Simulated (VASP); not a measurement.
# Ta (Im-3m) in VASP: a series of runs

Runs on Ta. Level: PBE. Tasks: single point, relaxation of cell and atoms.

Everything below comes from runs of VASP 6.6.1. Logs are shortened: lines on timing, memory, paths and dates and some standing lists are left out, and cuts for length are marked.

### 1 The cell of the first run

Symmetry: Im-3m, No. 229, cubic system. The conventional cell has a = 3.319 Å, b = 3.319 Å, c = 3.319 Å, α = 90.00°, β = 90.00°, γ = 90.00°. Within 3.8 Å of Ta (site symmetry m-3m) lie 14 Ta at 2.87 to 3.32 Å.

### 2 Single point, PBE

File INCAR:

```
SYSTEM = Ta
ALGO = Normal
EDIFF = 1E-6
ENCUT = 520
GGA = PE
ISIF = 2
ISMEAR = 0
LASPH = .True.
LCHARG = .False.
LREAL = .False.
LWAVE = .False.
NBANDS = 12
NELM = 60
PREC = Accurate
SIGMA = 0.1
```

File KPOINTS:

```
k-points
0
Gamma
  10 10 20
  0 0 0
```

File POSCAR:

```
Ta
1.0
    3.3190540256      0.0000000000      0.0000000000
    0.0000000000      3.3190540256      0.0000000000
    1.6595270128     -1.6595270128      1.6595270128
Ta
1
Direct
    0.0000000000      0.0000000000      0.0000000000
```

Potentials or basis: VASP PAW PBE potentials, release 64 (Ta_pv).

Command:

```sh
$ cat potpaw_PBE.64/Ta_pv/POTCAR > POTCAR
$ mpirun -np 1 vasp_std > vasp.out
```

OUTCAR:

```text
SYSTEM = Ta
   EDIFF = 1E-6
   ENCUT = 520
   GGA = PE
   ISIF = 2
   ISMEAR = 0
   LASPH = .True.
   LREAL = .False.
   NELM = 60
   PREC = Accurate

 ion  position               nearest neighbor table
   1  0.000  0.000  0.000-

  LATTYP: Found a body centered cubic cell.
 ALAT       =     3.3190540256

  Lattice vectors:

 A1 = (  -1.6595270128,   1.6595270128,  -1.6595270128)
 A2 = (  -1.6595270128,  -1.6595270128,   1.6595270128)
 A3 = (   1.6595270128,   1.6595270128,   1.6595270128)

Analysis of symmetry for initial positions (statically):
=====================================================================
 Subroutine PRICEL returns:
 Original cell was already a primitive cell.

 Routine SETGRP: Setting up the symmetry group for a
 body centered cubic supercell.

 Subroutine GETGRP returns: Found 48 space group operations
 (whereof 48 operations were pure point group operations)
 out of a pool of 48 trial point group operations.

The static configuration has the point symmetry O_h .

Analysis of symmetry for dynamics (positions and initial velocities):
=====================================================================
 Subroutine PRICEL returns:
 Original cell was already a primitive cell.

 Routine SETGRP: Setting up the symmetry group for a
 body centered cubic supercell.

 Subroutine GETGRP returns: Found 48 space group operations
 (whereof 48 operations were pure point group operations)
 out of a pool of 48 trial point group operations.

The dynamic configuration has the point symmetry O_h .

 Subroutine INISYM returns: Found 48 space group operations
 (whereof 48 operations are pure point group operations),
 and found     1 'primitive' translations

----------------------------------------------------------------------------------------

                                     Primitive cell

  volume of cell :      18.2815

  direct lattice vectors                    reciprocal lattice vectors
     3.319054026  0.000000000  0.000000000     0.301290667  0.000000000 -0.301290667
     0.000000000  3.319054026  0.000000000     0.000000000  0.301290667  0.301290667
     1.659527013 -1.659527013  1.659527013     0.000000000  0.000000000  0.602581333

  length of vectors
     3.319054026  3.319054026  2.874385103     0.426089347  0.426089347  0.602581333

  position of ions in fractional coordinates (direct lattice)
     0.000000000  0.000000000  0.000000000

  ion indices of the primitive-cell ions
   primitive index   ion index
                 1           1

----------------------------------------------------------------------------------------

 KPOINTS: k-points

Automatic generation of k-mesh.
 Grid dimensions read from file:
 generate k-points for:   10   10   20

 Generating k-lattice:

  Cartesian coordinates                     Fractional coordinates (reciprocal lattice)
     0.030129067  0.000000000 -0.030129067     0.100000000  0.000000000  0.000000000
     0.000000000  0.030129067  0.030129067     0.000000000  0.100000000  0.000000000
     0.000000000  0.000000000  0.030129067     0.000000000  0.000000000  0.050000000

  Length of vectors
     0.042608935  0.042608935  0.030129067

  Shift w.r.t. Gamma in fractional coordinates (k-lattice)
     0.000000000  0.000000000  0.000000000

 Subroutine IBZKPT returns following result:
 ===========================================

 Found     91 irreducible k-points:

 Following reciprocal coordinates:
            Coordinates               Weight
  0.000000  0.000000  0.000000      1.000000
  0.100000  0.000000  0.000000     12.000000
  0.200000  0.000000  0.000000     12.000000
  0.300000  0.000000  0.000000     12.000000
  0.400000  0.000000  0.000000     12.000000
  0.500000  0.000000  0.000000      6.000000
[... 16 lines left out ...]
  0.500000  0.100000  0.050000     48.000000
 -0.400000  0.100000  0.050000     24.000000
 [... further k-points ...]
   k-points           NKPTS =     91   k-points in BZ     NKDIM =     91   number of bands    NBANDS=     12
   number of dos      NEDOS =    301   number of ions     NIONS =      1
   total plane-waves  NPLWV =  18816
   dimension x,y,z NGX =    28 NGY =   28 NGZ =   24
   dimension x,y,z NGXF=    56 NGYF=   56 NGZF=   48
   ions per type =               1
   NGX,Y,Z   is equivalent  to a cutoff of  14.02, 14.02, 13.88 a.u.
   NGXF,Y,Z  is equivalent  to a cutoff of  28.05, 28.05, 27.76 a.u.
 SYSTEM =  Ta
   PREC   = accura    normal or accurate (medium, high low for compatibility)
   ISTART =      0    job   : 0-new  1-cont  2-samecut
   ICHARG =      2    charge: 1-file 2-atom 10-const
   ISPIN  =      1    spin polarized calculation?
   LNONCOLLINEAR =      F non collinear calculations
   LSORBIT =      F    spin-orbit coupling
   LASPH  =      T    aspherical Exc in radial PAW
   ENCUT  =  520.0 eV  38.22 Ry    6.18 a.u.   6.17  6.17  5.34*2*pi/ulx,y,z
   NELM   =     60;   NELMIN=  2; NELMDL= -5     # of ELM steps
   EDIFF  = 0.1E-05   stopping-criterion for ELM
   LREAL  =      F    real-space projection
   EDIFFG = 0.1E-04   stopping-criterion for IOM
   NSW    =      0    number of steps for IOM
   IBRION =     -1    ionic relax: 0-MD 1-quasi-New 2-CG
   NFREE  =      0    steps in history (QN), initial steepest desc. (CG)
   ISIF   =      2    stress and relaxation
   ISYM   =      2    0-nonsym 1-usesym 2-fastsym
   POTIM  = 0.5000    time-step for ionic-motion
   TEBEG  =    0.0;   TEEND  =   0.0 temperature during run
   PSTRESS=    0.0 pullay stress
   NELECT =      11.0000    total number of electrons
   NUPDOWN=      -1.0000    fix difference up-down
   EMIN   =  10.00;   EMAX   =-10.00  energy-range for DOS
   EFERMI =   0.00;   METHOD = LEGACY
   ISMEAR =     0;   SIGMA  =   0.10  broadening in eV -4-tet -1-fermi 0-gaus
   EFERMI_NEDOS =   21; number of points for ismear=-14 and -15
   IALGO  =     38    algorithm
   IMIX   =      4    mixing-type and parameters
     AMIX     =   0.40;   BMIX     =  1.00
     AMIX_MAG =   1.60;   BMIX_MAG =  1.00
  volume/ion in A,a.u.               =      18.28       123.37
  Fermi-wavevector in a.u.,A,eV,Ry     =   1.382085  2.611762 25.989288  1.910159
  Thomas-Fermi vector in A             =   2.506809
   LORBIT       =      0    0 simple, 1 ext, 2 COOP (PROOUT), +10 PAW based schemes
   GGA     = PE    functional components
   LHFCALC =     F    Hartree Fock is set to
   AEXX    =    0.0000 exact exchange contribution
   IVDW    =     0    specifies the selected vdW correction
   LEPSILON=     F    determine dielectric tensor
   LRPA    =     F    only Hartree local field effects (RPA)
 non-spin polarized calculation
 Gauss-broadening in eV      SIGMA  =   0.10
  energy-cutoff  :      520.00
  volume of cell :       18.28
 maximum number of plane-waves:       531
 NGX is ok and might be reduce to    28
   NGX = 13   NGY = 13   NGZ = 11

 number of electron      11.0000001 magnetization

 Free energy of the ion-electron system (eV)
  ---------------------------------------------------
  ext. energy  EPLUGINS =         0.00000000
  ---------------------------------------------------
  free energy    TOTEN  =       -11.81718274 eV

  energy without entropy =      -11.81113391  energy(sigma->0) =      -11.81415832

 E-fermi :   5.3575     XC(G=0): -12.5440

 val. band max:        5.3514951424   @ k =   0.4000   0.0000   0.0500
 cond. band min:       5.3628131882   @ k =   0.3000   0.1000   0.0500
 fundamental gap:      0.0113180458
 Fermi energy:         5.3575415862

 k-point     1 :       0.0000    0.0000    0.0000
  band No.  band energies     occupation
      1     -27.7758      2.00000
      2     -27.7758      2.00000
      3     -27.7758      2.00000
      4      -2.4923      2.00000
      5       6.0946      0.00000
      6       6.0946      0.00000
      7       6.0946      0.00000
      8       9.3161      0.00000
      9       9.3161      0.00000
     10      19.9969      0.00000
     11      20.3083      0.00000
     12      20.3083      0.00000

 k-point     2 :       0.1000    0.0000    0.0000
  band No.  band energies     occupation
      1     -27.8909      2.00000
      2     -27.8115      2.00000
      3     -27.7764      2.00000
      4      -2.0602      2.00000
      5       5.8211      0.00000
      6       5.9953      0.00000
      7       6.5220      0.00000
      8       8.9268      0.00000
      9       9.3213      0.00000
     10      19.9967      0.00000
     11      20.6699      0.00000
     12      21.0671      0.00000

 k-point     3 :       0.2000    0.0000    0.0000
  band No.  band energies     occupation
      1     -28.1830      2.00000
      2     -27.9037      2.00000
      3     -27.7779      2.00000
      4      -0.9164      2.00000
      5       5.1839      1.98594
      6       5.5388      0.01037
      7       7.7606      0.00000
      8       8.6320      0.00000
      9       9.3997      0.00000
     10      19.9952      0.00000
     11      20.9497      0.00000
     12      22.6298      0.00000

 k-point     4 :       0.3000    0.0000    0.0000
  band No.  band energies     occupation
      1     -28.5270      2.00000
      2     -28.0156      2.00000
      3     -27.7799      2.00000
      4       0.3853      2.00000
      5       4.5112      2.00000
      6       5.2192      1.94961
      7       8.9370      0.00000
      8       9.6424      0.00000
      9       9.6597      0.00000
     10      19.5839      0.00000
     11      19.9756      0.00000
     12      20.5915      0.00000

 k-point     5 :       0.4000    0.0000    0.0000
  band No.  band energies     occupation
      1     -28.7931      2.00000
      2     -28.1045      2.00000
      3     -27.7816      2.00000
      4       0.9920      2.00000
      5       4.0332      2.00000
      6       6.0160      0.00000
      7       9.2520      0.00000
      8      10.0010      0.00000
      9      11.8204      0.00000
     10      17.9268      0.00000
     11      17.9635      0.00000
     12      20.0071      0.00000

 k-point     6 :       0.5000    0.0000    0.0000
  band No.  band energies     occupation
      1     -28.8921      2.00000
      2     -28.1381      2.00000
      3     -27.7822      2.00000
      4       1.0536      2.00000
      5       3.8630      2.00000
      6       6.8866      0.00000
      7       9.1878      0.00000
      8      10.1964      0.00000
      9      13.0098      0.00000
     10      16.8506      0.00000
     11      17.2411      0.00000
     12      20.0048      0.00000

 k-point     7 :       0.2000    0.1000    0.0000
  band No.  band energies     occupation
      1     -28.0920      2.00000
      2     -27.8516      2.00000
      3     -27.8038      2.00000
      4      -1.2616      2.00000
      5       5.4673      0.12074
      6       5.5612      0.00397
      7       7.4224      0.00000
      8       8.4681      0.00000
      9       9.5014      0.00000
     10      19.9959      0.00000
     11      21.2834      0.00000
     12      22.0801      0.00000

 k-point     8 :       0.3000    0.1000   -0.0000
  band No.  band energies     occupation
      1     -28.3894      2.00000
      2     -27.9631      2.00000
      3     -27.8163      2.00000
      4       0.0493      2.00000
      5       4.8119      2.00000
      6       5.0354      1.99999
      7       8.4194      0.00000
      8       9.0789      0.00000
      9       9.7923      0.00000
     10      19.9891      0.00000
     11      20.6099      0.00000
     12      21.9324      0.00000
[... 166 lines left out ...]
 k-point    20 :       0.1000    0.1000    0.0500
  band No.  band energies     occupation
      1     -27.9580      2.00000
      2     -27.7956      2.00000
      3     -27.7956      2.00000
      4      -1.8534      2.00000
      5       5.7482      0.00000
      6       5.7482      0.00000
      7       6.8513      0.00000
      8       9.0846      0.00000
      9       9.0846      0.00000
     10      19.9965      0.00000
     11      20.7150      0.00000
     12      21.6120      0.00000

 k-point    21 :       0.3000    0.1000    0.0500
  band No.  band energies     occupation
      1     -28.2504      2.00000
      2     -27.9394      2.00000
      3     -27.8490      2.00000
      4      -0.3684      2.00000
      5       5.2960      1.61595
      6       5.3628      0.94057
      7       7.7216      0.00000
      8       8.1128      0.00000
      9      10.0136      0.00000
     10      19.9929      0.00000
     11      21.3377      0.00000
     12      22.2560      0.00000

 k-point    22 :       0.4000    0.1000    0.0500
  band No.  band energies     occupation
      1     -28.5323      2.00000
      2     -28.0648      2.00000
      3     -27.8628      2.00000
      4       0.9285      2.00000
      5       4.5926      2.00000
      6       5.0162      2.00000
      7       8.0169      0.00000
      8       9.9247      0.00000
      9      10.3095      0.00000
     10      19.1849      0.00000
     11      20.0058      0.00000
     12      21.8070      0.00000

 k-point    23 :       0.5000    0.1000    0.0500
  band No.  band energies     occupation
      1     -28.7524      2.00000
      2     -28.1722      2.00000
      3     -27.8653      2.00000
      4       1.5845      2.00000
      5       4.2909      2.00000
      6       5.2556      1.85060
      7       8.5483      0.00000
      8      10.3429      0.00000
      9      12.2895      0.00000
     10      17.3924      0.00000
     11      19.6521      0.00000
     12      20.0089      0.00000

 k-point    24 :      -0.4000    0.1000    0.0500
  band No.  band energies     occupation
      1     -28.8346      2.00000
      2     -28.2133      2.00000
      3     -27.8657      2.00000
      4       1.6426      2.00000
      5       4.1898      2.00000
      6       5.7415      0.00000
      7       8.5031      0.00000
      8      10.8453      0.00000
      9      13.5281      0.00000
     10      16.2115      0.00000
     11      18.8534      0.00000
     12      20.0034      0.00000

 [... further k-points ...]
[... 5 lines left out ...]
  --------------------------------------------------------------------------------------
  -------------------------------------------------------------------------------------
  Total        0.0486835      0.0486835      0.0486835      0.0000000     -0.0000000      0.0000000
  in kB        4.2665731      4.2665731      4.2665731      0.0000000     -0.0000000      0.0000000
  external PRESSURE =       4.2665731 kB  Pullay stress =       0.0000000 kB

 VOLUME and BASIS-vectors are now :
 -----------------------------------------------------------------------------
  energy-cutoff  :      520.00
  volume of cell :       18.28
      direct lattice vectors                 reciprocal lattice vectors
     3.319054026  0.000000000  0.000000000     0.301290667  0.000000000 -0.301290667
     0.000000000  3.319054026  0.000000000     0.000000000  0.301290667  0.301290667
     1.659527013 -1.659527013  1.659527013     0.000000000  0.000000000  0.602581333

 POSITION                                       TOTAL-FORCE (eV/Angst)
 -----------------------------------------------------------------------------------
      0.00000      0.00000      0.00000         0.000000      0.000000      0.000000
 -----------------------------------------------------------------------------------
    total drift:                               -0.000000     -0.000000      0.000000

  FREE ENERGIE OF THE ION-ELECTRON SYSTEM (eV)
  ---------------------------------------------------
  free  energy   TOTEN  =       -11.8171827350 eV

  energy  without entropy=      -11.8111339058  energy(sigma->0) =      -11.81415832
```

Run time: 21 s. Hardware: 1 thread of Intel Xeon 6975P-C (Granite Rapids), shared host; peak memory 0.16 GiB.

Results:

- Free energy: -11.8172 eV
- Pressure: 0.4 GPa
- Band gap on the k mesh: zero (an odd number of electrons rules out a gap without spin polarisation)

Levels at points of the mesh, in eV from the Fermi level:
```tsv
k point	band 1	band 2	band 3	band 4	band 5	band 6	band 7	band 8	band 9	band 10
(0.00, 0.00, 0.00)	-33.13	-33.13	-33.13	-7.85	0.74	0.74	0.74	3.96	3.96	14.64
(0.50, 0.00, 0.00)	-34.25	-33.50	-33.14	-4.30	-1.49	1.53	3.83	4.84	7.65	11.49
(0.00, 0.00, 0.50)	-33.91	-33.91	-33.91	-3.71	-3.71	6.72	6.72	6.72	8.53	8.53
```

Caveat: spin-orbit coupling is left out, which moves the levels of the heavy elements.

(Part 1 of 2 ends here.)

The gap in the log of VASP goes by the Fermi energy; the results here count the filled bands.